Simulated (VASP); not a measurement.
**Mg5O: relaxation of cell and atoms with PBE**

Mg5O:

```
Mg O
1.0
     3.10000    0.00000    0.00000
    -1.55000    2.68468    0.00000
     0.00000    0.00000   24.40000
Mg O
10 2
Direct
  0.00000 0.00000 0.00000
  0.66667 0.33333 0.90200
  0.33333 0.66667 0.09800
  0.33333 0.66667 0.80100
  0.00000 0.00000 0.70100
  0.66667 0.33333 0.19900
  0.00000 0.00000 0.29900
  0.00000 0.00000 0.50000
  0.66667 0.33333 0.60000
  0.33333 0.66667 0.40000
  0.66667 0.33333 0.04900
  0.33333 0.66667 0.95100
```

```json
{
 "Program": "VASP 6.6.1",
 "Task": "relaxation of cell and atoms",
 "Functional": "PBE",
 "Potentials or basis": "VASP PAW PBE potentials, release 64 (Mg, O)",
 "Cutoff": "600 eV",
 "k mesh": "6 × 6 × 1",
 "Occupations": "gaussian, width 0.2 eV",
 "Spin": "no spin polarisation",
 "Dipole correction": "no",
 "Further INCAR settings": "ALGO = Normal; EDIFF = 1e-07; IBRION = 2; EDIFFG = -0.08; NSW = 36; ISIF = 3"
}
```

```yaml
Relaxed_volume: 18.11 Å³/atom
Relaxed_cell: a = 3.118 Å, b = 3.118 Å, c = 25.806 Å, α = 90.00°, β = 90.00°, γ = 120.00°
Space_group_after_relaxing_to_0.05_Å: P-3m1 (No. 164)
Energy_gained_by_relaxing: 26.2 meV/atom
Ionic_steps: 8
Pressure_after_relaxing: 0.0 GPa
Largest_force_after_relaxing: 0.069 eV/Å
Band_gap_on_the_k_mesh: zero (band 16 reaches 3.89 eV, above the bottom of band 17 at 2.30 eV)
```

Forces on the atoms (eV/Å):
```
Mg   0.000  0.000  0.000
Mg   0.000  0.000  0.026
Mg   0.000  0.000 -0.026
Mg   0.000  0.000  0.069
Mg   0.000  0.000  0.034
Mg   0.000  0.000 -0.069
Mg   0.000  0.000 -0.034
Mg   0.000  0.000  0.000
Mg   0.000  0.000 -0.015
Mg   0.000  0.000  0.015
O    0.000  0.000  0.059
O    0.000  0.000 -0.059
```

Stress tensor (GPa, compression positive):
```
-0.08  0.00  0.00
 0.00 -0.08  0.00
 0.00  0.00  0.15
```

Step by step:
| step | energy change (eV) | largest force (eV/Å) | pressure (GPa) | volume (Å³) |
| --- | --- | --- | --- | --- |
| 1 | 0.0000 | 0.2419 | 3.99 | 203.07 |
| 2 | -0.2563 | 0.3624 | 0.06 | 215.66 |
| 3 | -0.2613 | 0.4303 | -0.53 | 217.89 |
| 4 | -0.2906 | 0.2501 | -0.29 | 217.20 |
| 5 | -0.2968 | 0.2060 | -0.09 | 216.71 |
| 6 | -0.3056 | 0.1202 | 0.10 | 216.21 |
| 7 | -0.3105 | 0.0948 | 0.41 | 215.44 |
| 8 | -0.3148 | 0.0689 | -0.01 | 217.29 |

Final structure:
```xyz
12
Lattice="3.1181 0.0000 0.0000 -1.5591 2.7004 0.0000 0.0000 0.0000 25.8060" Properties=species:S:1:pos:R:3 pbc="T T T"
Mg    0.0000    0.0000   25.8060
Mg    1.5591    0.9001   23.3436
Mg    0.0000    1.8003    2.4624
Mg    0.0000    1.8003   20.7110
Mg    0.0000    0.0000   18.0656
Mg    1.5591    0.9001    5.0951
Mg    0.0000    0.0000    7.7404
Mg   -1.5591    2.7004   12.9030
Mg    1.5591    0.9001   15.4845
Mg    0.0000    1.8003   10.3216
O     1.5591    0.9001    1.2088
O     0.0000    1.8003   24.5972
```

Levels at points of the mesh, in eV from the Fermi level:
| k point | band 14 | band 15 | band 16 | band 17 | band 18 | band 19 |
| --- | --- | --- | --- | --- | --- | --- |
| (0.00, 0.00, 0.00) | -4.09 | -3.59 | -2.35 | -1.36 | 0.12 | 0.55 |
| (0.50, 0.00, 0.00) | -1.55 | -1.29 | -0.86 | -0.54 | -0.24 | 0.17 |

Wall time 7.2 min on 1 thread of Intel(R) Xeon(R) Platinum 8124M CPU @ 3.00GHz (Skylake/Cascade Lake), with other jobs on the host, peak memory 0.42 GiB.

Caveat: the k points lie up to 0.39 Å⁻¹ apart in the final cell; the relaxation stopped at a loose force limit of 0.08 eV/Å, so its end isn't a converged minimum.
